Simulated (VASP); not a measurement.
Si4Se3, 7 atoms in the cell. It takes space group I4mm (No. 107, tetragonal). Conventional cell: a = 7.162 Å, b = 7.162 Å, c = 7.215 Å, α = 90.00°, β = 90.00°, γ = 90.00°. Si (site symmetry m) has 2 Si at 2.40 Å and 3 Se at 2.47 to 2.76 Å within 3.2 Å. Se (site symmetry 2mm) has 4 Si at 2.47 to 2.76 Å within 3.3 Å. Within 3.7 Å of Se (site symmetry 4mm) lie 4 Si at 2.62 Å and 4 Se at 3.60 Å. The cell was built from a structure type or drawn by symmetry, and may not be a known phase.

```yaml
Program: VASP 6.6.1
Task: single point
Functional: PBE
Potentials_or_basis: VASP PAW PBE potentials, release 64 (Si, Se)
Cutoff: 520 eV
k_mesh: 3 × 3 × 3
Occupations: gaussian, width 0.2 eV
Spin: no spin polarisation
Dipole_correction: no
Further_INCAR_settings: ALGO = Normal; EDIFF = 1e-06; NBANDS = 26
```

Potentials or basis: VASP PAW PBE potentials, release 64 (Si, Se).

The run is started by

```console
$ cat potpaw_PBE.64/Si/POTCAR potpaw_PBE.64/Se/POTCAR > POTCAR
$ mpirun -np 1 vasp_std > vasp.out
```

Hardware: 1 thread of AMD EPYC 9R45 96-Core Processor (Zen 5) (shared host).

Estimate the wall time of this run.

Run time: 26 s on 1 thread of AMD EPYC 9R45 96-Core Processor (Zen 5), with other jobs on the host, peak memory 0.28 GiB. Counts: scf iterations 15, k points 6.
